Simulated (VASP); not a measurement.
# GaSb (I-4m2) in VASP: single point with PBE

Aim: the single point of GaSb with PBE.

All numbers are computed with VASP 6.6.1; they aren't measurements. Logs are shortened: lines on timing, memory, paths and dates and some standing lists are left out, and cuts for length are marked.

### 1 The cell of the first run

The structure is tetragonal, space group I-4m2 (No. 119). Conventional cell: a = 5.532 Å, b = 5.532 Å, c = 3.162 Å, α = 90.00°, β = 90.00°, γ = 90.00°. Ga (site symmetry -4m2) has 8 Sb at 2.88 to 3.64 Å and 2 Ga at 3.16 Å within 3.8 Å. Sb (site symmetry -4m2) has 8 Ga at 2.88 to 3.64 Å and 2 Sb at 3.16 Å within 3.8 Å.

### 2 Single point, PBE

INCAR

```
PREC     = Accurate       # precision mode
ENCUT    = 520            # plane-wave cutoff, eV
EDIFF    = 1E-7           # SCF threshold, eV
ISMEAR   = 0              # smearing method
SIGMA    = 0.15           # smearing width, eV
LREAL    = F              # projectors in reciprocal space
LASPH    = T              # aspherical terms in the spheres
NELM     = 80             # most SCF steps
ALGO     = Normal         # electronic algorithm
ISIF     = 2              # what is computed and relaxed
LWAVE    = F              # write WAVECAR
LCHARG   = T              # write CHGCAR
GGA      = PE             # functional
LELF     = T              # ELF
LVHAR    = T            
NBANDS   = 16             # bands
```

KPOINTS

```
regular mesh
0
Gamma
  16 16 16
```

POSCAR

```
GaSb
1.0
   -2.7659365100      2.7659365100      1.5811567257
    2.7659365100     -2.7659365100      1.5811567257
    2.7659365100      2.7659365100     -1.5811567257
Ga Sb
1 1
Direct
    0.2500000000      0.7500000000      0.5000000000
    0.0000000000      0.0000000000      0.0000000000
```

Potentials or basis: VASP PAW PBE potentials, release 64 (Ga_d, Sb).

On the command line:

```sh
$ cat potpaw_PBE.64/Ga_d/POTCAR potpaw_PBE.64/Sb/POTCAR > POTCAR
$ mpirun -np 1 vasp_std > vasp.out
```

OUTCAR:

```text
PREC = Accurate
   ENCUT = 520
   EDIFF = 1E-7
   ISMEAR = 0
   LREAL = F
   LASPH = T
   NELM = 80
   ISIF = 2
   GGA = PE

 ion  position               nearest neighbor table
   1  0.250  0.750  0.500-   2 2.88   2 2.88   2 2.88   2 2.88
   2  0.000  0.000  0.000-   1 2.88   1 2.88   1 2.88   1 2.88

  LATTYP: Found a body centered tetragonal cell.
 ALAT       =     5.5318730200
 C/A-ratio  =     0.5716532972

  Lattice vectors:

 A1 = (  -2.7659365100,   2.7659365100,   1.5811567257)
 A2 = (   2.7659365100,  -2.7659365100,   1.5811567257)
 A3 = (   2.7659365100,   2.7659365100,  -1.5811567257)

Analysis of symmetry for initial positions (statically):
=====================================================================
 Subroutine PRICEL returns:
 Original cell was already a primitive cell.

 Routine SETGRP: Setting up the symmetry group for a
 body centered tetragonal supercell.

 Subroutine GETGRP returns: Found  8 space group operations
 (whereof  8 operations were pure point group operations)
 out of a pool of 16 trial point group operations.

The static configuration has the point symmetry D_2d.

Analysis of symmetry for dynamics (positions and initial velocities):
=====================================================================
 Subroutine PRICEL returns:
 Original cell was already a primitive cell.

 Routine SETGRP: Setting up the symmetry group for a
 body centered tetragonal supercell.

 Subroutine GETGRP returns: Found  8 space group operations
 (whereof  8 operations were pure point group operations)
 out of a pool of 16 trial point group operations.

The dynamic configuration has the point symmetry D_2d.

 Subroutine INISYM returns: Found  8 space group operations
 (whereof  8 operations are pure point group operations),
 and found     1 'primitive' translations

----------------------------------------------------------------------------------------

                                     Primitive cell

  volume of cell :      48.3860

  direct lattice vectors                    reciprocal lattice vectors
    -2.765936510  2.765936510  1.581156726     0.000000000  0.180770599  0.316224187
     2.765936510 -2.765936510  1.581156726     0.180770599  0.000000000  0.316224187
     2.765936510  2.765936510 -1.581156726     0.180770599  0.180770599  0.000000000

  length of vectors
     4.219107269  4.219107269  4.219107269     0.364246820  0.364246820  0.255648233

  position of ions in fractional coordinates (direct lattice)
     0.250000000  0.750000000  0.500000000
     0.000000000  0.000000000  0.000000000

  ion indices of the primitive-cell ions
   primitive index   ion index
                 1           1
                 2           2

----------------------------------------------------------------------------------------

 KPOINTS: regular mesh

Automatic generation of k-mesh.
 Grid dimensions read from file:
 generate k-points for:   16   16   16

 Generating k-lattice:

  Cartesian coordinates                     Fractional coordinates (reciprocal lattice)
     0.000000000  0.011298162  0.019764012     0.062500000  0.000000000  0.000000000
     0.011298162  0.000000000  0.019764012     0.000000000  0.062500000  0.000000000
     0.011298162  0.011298162  0.000000000     0.000000000  0.000000000  0.062500000

  Length of vectors
     0.022765426  0.022765426  0.015978015

  Shift w.r.t. Gamma in fractional coordinates (k-lattice)
     0.000000000  0.000000000  0.000000000

 Subroutine IBZKPT returns following result:
 ===========================================

 Found    349 irreducible k-points:

 Following reciprocal coordinates:
            Coordinates               Weight
  0.000000  0.000000  0.000000      1.000000
  0.062500  0.000000 -0.000000      8.000000
  0.125000  0.000000 -0.000000      8.000000
  0.187500  0.000000 -0.000000      8.000000
  0.250000  0.000000 -0.000000      8.000000
  0.312500  0.000000 -0.000000      8.000000
[... 16 lines left out ...]
 -0.125000  0.062500  0.000000     16.000000
 -0.062500  0.062500  0.000000      4.000000
 [... further k-points ...]
   k-points           NKPTS =    349   k-points in BZ     NKDIM =    349   number of bands    NBANDS=     16
   number of dos      NEDOS =    301   number of ions     NIONS =      2
   total plane-waves  NPLWV =  32768
   dimension x,y,z NGX =    32 NGY =   32 NGZ =   32
   dimension x,y,z NGXF=    64 NGYF=   64 NGZF=   64
   ions per type =               1   1
   NGX,Y,Z   is equivalent  to a cutoff of  12.61, 12.61, 12.61 a.u.
   NGXF,Y,Z  is equivalent  to a cutoff of  25.22, 25.22, 25.22 a.u.
 SYSTEM =  unknown system
   PREC   = accura    normal or accurate (medium, high low for compatibility)
   ISTART =      0    job   : 0-new  1-cont  2-samecut
   ICHARG =      2    charge: 1-file 2-atom 10-const
   ISPIN  =      1    spin polarized calculation?
   LNONCOLLINEAR =      F non collinear calculations
   LSORBIT =      F    spin-orbit coupling
   LASPH  =      T    aspherical Exc in radial PAW
   ENCUT  =  520.0 eV  38.22 Ry    6.18 a.u.   7.84  7.84  7.84*2*pi/ulx,y,z
   NELM   =     80;   NELMIN=  2; NELMDL= -5     # of ELM steps
   EDIFF  = 0.1E-06   stopping-criterion for ELM
   LREAL  =      F    real-space projection
   EDIFFG = 0.1E-05   stopping-criterion for IOM
   NSW    =      0    number of steps for IOM
   IBRION =     -1    ionic relax: 0-MD 1-quasi-New 2-CG
   NFREE  =      0    steps in history (QN), initial steepest desc. (CG)
   ISIF   =      2    stress and relaxation
   ISYM   =      2    0-nonsym 1-usesym 2-fastsym
   POTIM  = 0.5000    time-step for ionic-motion
   TEBEG  =    0.0;   TEEND  =   0.0 temperature during run
   PSTRESS=    0.0 pullay stress
   NELECT =      18.0000    total number of electrons
   NUPDOWN=      -1.0000    fix difference up-down
   EMIN   =  10.00;   EMAX   =-10.00  energy-range for DOS
   EFERMI =   0.00;   METHOD = LEGACY
   ISMEAR =     0;   SIGMA  =   0.15  broadening in eV -4-tet -1-fermi 0-gaus
   EFERMI_NEDOS =   21; number of points for ismear=-14 and -15
   IALGO  =     38    algorithm
   IMIX   =      4    mixing-type and parameters
     AMIX     =   0.40;   BMIX     =  1.00
     AMIX_MAG =   1.60;   BMIX_MAG =  1.00
  volume/ion in A,a.u.               =      24.19       163.26
  Fermi-wavevector in a.u.,A,eV,Ry     =   1.177405  2.224973 18.861520  1.386283
  Thomas-Fermi vector in A             =   2.313752
   LORBIT       =      0    0 simple, 1 ext, 2 COOP (PROOUT), +10 PAW based schemes
   GGA     = PE    functional components
   LHFCALC =     F    Hartree Fock is set to
   AEXX    =    0.0000 exact exchange contribution
   IVDW    =     0    specifies the selected vdW correction
   LEPSILON=     F    determine dielectric tensor
   LRPA    =     F    only Hartree local field effects (RPA)
 non-spin polarized calculation
 Gauss-broadening in eV      SIGMA  =   0.15
  energy-cutoff  :      520.00
  volume of cell :       48.39
 maximum number of plane-waves:      1330
   NGX = 15   NGY = 15   NGZ = 15

 number of electron      17.9999991 magnetization

 Free energy of the ion-electron system (eV)
  ---------------------------------------------------
  ext. energy  EPLUGINS =         0.00000000
  ---------------------------------------------------
  free energy    TOTEN  =        -6.99424256 eV

  energy without entropy =       -6.98518331  energy(sigma->0) =       -6.98971294

 E-fermi :   6.5249     XC(G=0): -10.2225

 val. band max:        6.5229561968   @ k =  -0.4375   0.4375   0.1250
 cond. band min:       6.5259034176   @ k =  -0.4375   0.0625   0.0000
 fundamental gap:      0.0029472208
 Fermi energy:         6.5249229275

 k-point     1 :       0.0000    0.0000    0.0000
  band No.  band energies     occupation
      1      -8.4237      2.00000
      2      -8.3361      2.00000
      3      -8.3293      2.00000
      4      -8.3074      2.00000
      5      -8.3074      2.00000
      6      -5.3939      2.00000
[... 8 lines left out ...]
     15      16.4164      0.00000
     16      17.0873      0.00000

 k-point     2 :       0.0625    0.0000   -0.0000
  band No.  band energies     occupation
      1      -8.4185      2.00000
      2      -8.3366      2.00000
      3      -8.3285      2.00000
      4      -8.3096      2.00000
      5      -8.3096      2.00000
      6      -5.3188      2.00000
[... 8 lines left out ...]
     15      16.5238      0.00000
     16      16.8437      0.00000

 k-point     3 :       0.1250    0.0000   -0.0000
  band No.  band energies     occupation
      1      -8.4037      2.00000
      2      -8.3379      2.00000
      3      -8.3265      2.00000
      4      -8.3157      2.00000
      5      -8.3155      2.00000
      6      -5.0940      2.00000
[... 8 lines left out ...]
     15      15.5461      0.00000
     16      16.0792      0.00000

 k-point     4 :       0.1875    0.0000   -0.0000
  band No.  band energies     occupation
      1      -8.3818      2.00000
      2      -8.3402      2.00000
      3      -8.3280      2.00000
      4      -8.3246      2.00000
      5      -8.3198      2.00000
      6      -4.7218      2.00000
[... 8 lines left out ...]
     15      14.7363      0.00000
     16      15.9525      0.00000
[... 324 lines left out ...]
 k-point    22 :      -0.1875    0.0625    0.0000
  band No.  band energies     occupation
      1      -8.4028      2.00000
      2      -8.3401      2.00000
      3      -8.3257      2.00000
      4      -8.3158      2.00000
      5      -8.3144      2.00000
      6      -4.9934      2.00000
[... 8 lines left out ...]
     15      15.6717      0.00000
     16      16.0175      0.00000

 k-point    23 :      -0.1250    0.0625    0.0000
  band No.  band energies     occupation
      1      -8.4178      2.00000
      2      -8.3380      2.00000
      3      -8.3276      2.00000
      4      -8.3097      2.00000
      5      -8.3089      2.00000
      6      -5.2514      2.00000
[... 8 lines left out ...]
     15      16.4027      0.00000
     16      16.6913      0.00000

 k-point    24 :      -0.0625    0.0625    0.0000
  band No.  band energies     occupation
      1      -8.4233      2.00000
      2      -8.3369      2.00000
      3      -8.3288      2.00000
      4      -8.3075      2.00000
      5      -8.3071      2.00000
      6      -5.3601      2.00000
[... 8 lines left out ...]
     15      16.2957      0.00000
     16      17.1495      0.00000

 [... further k-points ...]

------------------------ aborting loop because EDIFF is reached ----------------------------------------

  FORCE on cell =-STRESS in cart. coord.  units (eV):
  Direction    XX          YY          ZZ          XY          YZ          ZX
  --------------------------------------------------------------------------------------
  -------------------------------------------------------------------------------------
  Total        0.0092164      0.0092164     -0.0078249      0.0000000      0.0000000      0.0000000
  in kB        0.3051765      0.3051765     -0.2591022      0.0000000      0.0000000      0.0000000
  external PRESSURE =       0.1170836 kB  Pullay stress =       0.0000000 kB

 VOLUME and BASIS-vectors are now :
 -----------------------------------------------------------------------------
  energy-cutoff  :      520.00
  volume of cell :       48.39
      direct lattice vectors                 reciprocal lattice vectors
    -2.765936510  2.765936510  1.581156726     0.000000000  0.180770599  0.316224187
     2.765936510 -2.765936510  1.581156726     0.180770599  0.000000000  0.316224187
     2.765936510  2.765936510 -1.581156726     0.180770599  0.180770599  0.000000000

 POSITION                                       TOTAL-FORCE (eV/Angst)
 -----------------------------------------------------------------------------------
      2.76594     -0.00000      0.79058        -0.000000     -0.000000     -0.000000
      0.00000      0.00000      0.00000         0.000000      0.000000      0.000000
 -----------------------------------------------------------------------------------
    total drift:                                0.000000     -0.000000      0.000000

  FREE ENERGIE OF THE ION-ELECTRON SYSTEM (eV)
  ---------------------------------------------------
  free  energy   TOTEN  =        -6.9942425642 eV

  energy  without entropy=       -6.9851833105  energy(sigma->0) =       -6.98971294
```

It took 4.4 min on 1 thread of Intel Xeon 8259CL, shared host; peak memory 0.4 GiB.

What came out:

- Free energy: -6.9942 eV
- Pressure: 0.0 GPa
- Band gap on the k mesh: zero (bands 9 and 10 overlap by 4.69 eV)

Levels at points of the mesh, in eV from the Fermi level:
```tsv
k point	band 7	band 8	band 9	band 10	band 11	band 12
(0.00, 0.00, 0.00)	-3.04	-1.89	-1.89	3.41	5.12	7.03
(0.50, 0.00, 0.00)	-5.56	-2.46	-1.44	-1.15	2.43	3.24
(0.50, 0.50, 0.00)	-8.01	-0.04	1.77	2.05	2.28	4.65
(0.50, 0.50, 0.50)	-5.95	-4.94	-4.94	3.59	5.10	10.23
```

Caveat: spin-orbit coupling is left out, which moves the levels of the heavy elements.
